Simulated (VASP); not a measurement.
**Sb: single point with PBEsol**

Sb:

```
CELL_PARAMETERS angstrom
-1.84605 1.84605 1.84605
1.84605 -1.84605 1.84605
1.84605 1.84605 -1.84605
ATOMIC_POSITIONS crystal
Sb 0.00000 0.00000 0.00000
```

This cell differs from its parent crystal: volume scaled by 0.96.

| Item | Value |
| --- | --- |
| Program | VASP 6.6.1 |
| Task | single point |
| Functional | PBEsol |
| Potentials or basis | VASP PAW PBE potentials, release 64 (Sb) |
| Cutoff | 520 eV |
| k mesh | 10 × 10 × 10 |
| Occupations | fermi-dirac, width 0.05 eV |
| Spin | no spin polarisation |

```yaml
Pressure: 3.0 GPa
```

Levels at points of the mesh, in eV from the Fermi level:
```tsv
k point	band 1	band 2	band 3	band 4	band 5	band 6	band 7
(0.00, 0.00, 0.00)	-13.39	6.05	6.05	6.05	10.88	10.88	10.88
(0.50, 0.00, 0.00)	-8.93	-6.02	1.86	3.96	6.67	7.04	14.23
(0.50, 0.50, 0.50)	-5.26	-2.14	-2.14	-2.14	2.82	2.82	18.02
```

Wall time 3.3 s on 1 thread of Intel(R) Xeon(R) Platinum 8488C (Sapphire Rapids) (shared host), peak memory 0.13 GiB.

Caveat: the PAW data sets were made with another functional, which shifts forces and pressure a little; spin-orbit coupling is left out, which moves the levels of the heavy elements.
